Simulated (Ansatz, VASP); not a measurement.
BaTiO3: VASP beside Ansatz

Contents of INCAR:

```
PREC     = Accurate       # precision mode
ENCUT    = 520            # plane-wave cutoff, eV
EDIFF    = 1E-7           # SCF threshold, eV
ISMEAR   = -1             # smearing method
SIGMA    = 0.05           # smearing width, eV
LREAL    = False          # projectors in reciprocal space
LASPH    = True           # aspherical terms in the spheres
NELM     = 80             # most SCF steps
ALGO     = Normal         # electronic algorithm
ISIF     = 2              # what is computed and relaxed
LWAVE    = False          # write WAVECAR
LCHARG   = True           # write CHGCAR
GGA      = PE             # functional
LELF     = True           # ELF
LVHAR    = True         
NBANDS   = 51             # bands
```

Contents of KPOINTS:

```
Automatic mesh
0
Gamma
  3 3 3
```

File POSCAR:

```
BaTiO3
1.0
    2.8276681600     -4.8976649200      0.0000000000
    5.6553363200      0.0000000000      0.0000000000
    2.8276681600     -1.6325549700      4.6354632200
Ba Ti O
2 2 6
Direct
    0.9177924700      0.9677509100      0.9738373600
    0.5774295100      0.6545572300      0.3489314600
    0.8554444300      0.7046525900      0.7824091600
    0.2254501000      0.1942032400      0.3459340700
    0.1078378300      0.4659246800      0.9425172400
    0.5268240400      0.0623520400      0.3607577300
    0.6266454800      0.3989537400      0.0195656800
    0.8613690900      0.0487807000      0.5609802200
    0.5045799500      0.9888950700      0.0529161400
    0.8179271000      0.5352298000      0.5482509300
```

Contents of input.yaml:

```yaml
crystal:
  lattice:
    - [2.82766816, -4.89766492, 0.0]
    - [5.65533632, 0.0, 0.0]
    - [2.82766816, -1.63255497, 4.63546322]
  atoms:
    - { symbol: Ba, position: [0.91779247, 0.96775091, 0.97383736] }
    - { symbol: Ba, position: [0.57742951, 0.65455723, 0.34893146] }
    - { symbol: Ti, position: [0.85544443, 0.70465259, 0.78240916] }
    - { symbol: Ti, position: [0.2254501, 0.19420324, 0.34593407] }
    - { symbol: O, position: [0.10783783, 0.46592468, 0.94251724] }
    - { symbol: O, position: [0.52682404, 0.06235204, 0.36075773] }
    - { symbol: O, position: [0.62664548, 0.39895374, 0.01956568] }
    - { symbol: O, position: [0.86136909, 0.0487807, 0.56098022] }
    - { symbol: O, position: [0.50457995, 0.98889507, 0.05291614] }
    - { symbol: O, position: [0.8179271, 0.5352298, 0.54825093] }
hamiltonian:
  xc: pbe
  pseudopotentials: { kind: paw }
kpoints:
  mp_grid: { grid: [3, 3, 3] }
scf:
  occupations: { method: fermi_dirac, width: 0.05 }
output:
  forces: true
  stress: true
  eigenvalues: true
  write_density: true
  write_potential: true
  elf: true
  volumetric_format: npy
```

Alike in both runs: task single point; functional PBE; k mesh 3 × 3 × 3; occupations fermi-dirac, width 0.05 eV; no spin polarisation.

|  | VASP | Ansatz |
| --- | --- | --- |
| version | VASP 6.6.1 | Ansatz 0.2.0 |
| potentials or method | VASP PAW PBE potentials, release 64 (Ba_sv, Ti_sv, O) | Ansatz PAW |
| plane-wave cutoff (eV) | 520 | 420 |
| valence electrons in the cell | 80 | 80 |

|  | VASP | Ansatz | Ansatz less VASP |
| --- | --- | --- | --- |
| gap on the k mesh at the Fermi level (eV) | 0.44 | 0.50 | +0.057 |
| least direct gap on the mesh (eV) | 0.47 | 0.52 | +0.045 |
| rms of the force components (eV/Å) | 8.314 | 6.825 | -1.4887 |

Atom by atom the forces differ by 1.638 eV/Å (rms over components).

The k mesh is coarse, so the values compare programs but aren't converged. Neither program's run includes spin-orbit coupling. Noted on Ansatz's run: odd divisions of the mesh miss points on the zone boundary, where band edges often lie, so the gap on the mesh can be too wide.
